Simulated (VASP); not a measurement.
Write the native input for VASP 6.6.1 that does the following.

```
Task                   : relaxation of cell and atoms
Functional             : PBE
Dispersion             : D3(BJ)
Potentials or basis    : VASP PAW PBE potentials, release 64 (Rb_sv, Hg, H, F)
Cutoff                 : 600 eV
k mesh                 : 10 × 10 × 4
Occupations            : gaussian, width 0.1 eV
Spin                   : no spin polarisation
Dipole correction      : no
Further INCAR settings : ALGO = Normal; EDIFF = 1e-06; IBRION = 2; EDIFFG = -0.01; NSW = 100; ISIF = 3
```

The structure of Rb2HgHF2 lies in POSCAR:

```
Rb2HgHF2
1.0
    3.6546036952      0.0000000000      0.0000000000
    0.0000000000      3.6546036952      0.0000000000
    0.0000000000      0.0000000000     12.6995954977
Rb Hg H F
2 1 1 2
Direct
    0.0000000000      0.0000000000      0.1354568201
    0.0000000000      0.0000000000      0.8645431799
    0.0000000000      0.0000000000      0.5000000000
    0.5000000000      0.5000000000      0.0000000000
    0.0000000000      0.0000000000      0.6769594416
    0.0000000000      0.0000000000      0.3230405584
```

The input as run:

INCAR

```
PREC = Accurate ; ENCUT = 600
EDIFF = 1E-6 ; ISMEAR = 0
SIGMA = 0.1 ; LREAL = False
LASPH = True ; NELM = 100
ALGO = Normal ; ISIF = 3
LWAVE = False ; LCHARG = False
GGA = PE ; IVDW = 12
IBRION = 2 ; NSW = 100
EDIFFG = -0.01
```

KPOINTS

```
Automatic mesh
0
Gamma
  10 10 4
```

Potentials or basis: VASP PAW PBE potentials, release 64 (Rb_sv, Hg, H, F).

Launch:

```sh
$ cat potpaw_PBE.64/Rb_sv/POTCAR potpaw_PBE.64/Hg/POTCAR potpaw_PBE.64/H/POTCAR potpaw_PBE.64/F/POTCAR > POTCAR
$ mpirun -np 1 vasp_std > vasp.out
```

It gave:

```yaml
Relaxed_volume: 28.57 Å³/atom
Relaxed_cell: a = 3.669 Å, b = 3.669 Å, c = 12.734 Å, α = 90.00°, β = 90.00°, γ = 90.00°
Space_group_after_relaxing_to_0.1_Å: P4/mmm (No. 123)
Energy_gained_by_relaxing: 0.2 meV/atom
Ionic_steps: 8
Pressure_after_relaxing: 0.0 GPa
Largest_force_after_relaxing: 0.007 eV/Å
Band_gap_on_the_k_mesh: zero (an odd number of electrons rules out a gap without spin polarisation)
Dispersion_energy_per_atom: -0.118 eV
```

Caveat: spin-orbit coupling is left out, which moves the levels of the heavy elements; an odd number of electrons without spin polarisation forces a metal; a magnetic or distorted state may lie lower.

It took 13 min on 1 thread of AMD EPYC 9R45 96-Core Processor (Zen 5), on a shared host, peak memory 0.57 GiB.
